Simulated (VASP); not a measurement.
A run of VASP 6.6.1 is set up as follows.

Contents of INCAR:

```
ALGO = Normal
EDIFF = 1E-6
ENCUT = 500
GGA = PE
GGA_COMPAT = False
ISIF = 2
ISMEAR = 0
LASPH = True
LCHARG = False
LREAL = False
LWAVE = False
NBANDS = 15
NELM = 120
PREC = Accurate
SIGMA = 0.01
```

File KPOINTS:

```
k-points
0
Gamma
  2 2 2
```

File POSCAR:

```
CsCl
1.0
    4.1368324570      0.0000000000      0.0000000000
    0.0000000000      4.1368324570      0.0000000000
    0.0000000000      0.0000000000      4.1368324570
Cs Cl
1 1
Direct
    0.0000000000      0.0000000000      0.0000000000
    0.5000000000      0.5000000000      0.5000000000
```

Potentials or basis: VASP PAW PBE potentials, release 64 (Cs_sv, Cl).

The run is started by

```sh
$ cat potpaw_PBE.64/Cs_sv/POTCAR potpaw_PBE.64/Cl/POTCAR > POTCAR
$ mpirun -np 1 vasp_std > vasp.out
```

Question: What does it give for the band gap on the k mesh?

Answer: 5.18 eV, direct.

Question: Predict the pressure.

Answer: 1.7 GPa.

Caveat: the k points lie up to 0.76 Å⁻¹ apart; spin-orbit coupling is left out, which moves the levels of the heavy elements. PBE gaps usually lie below the measured ones, often by a third to a half.
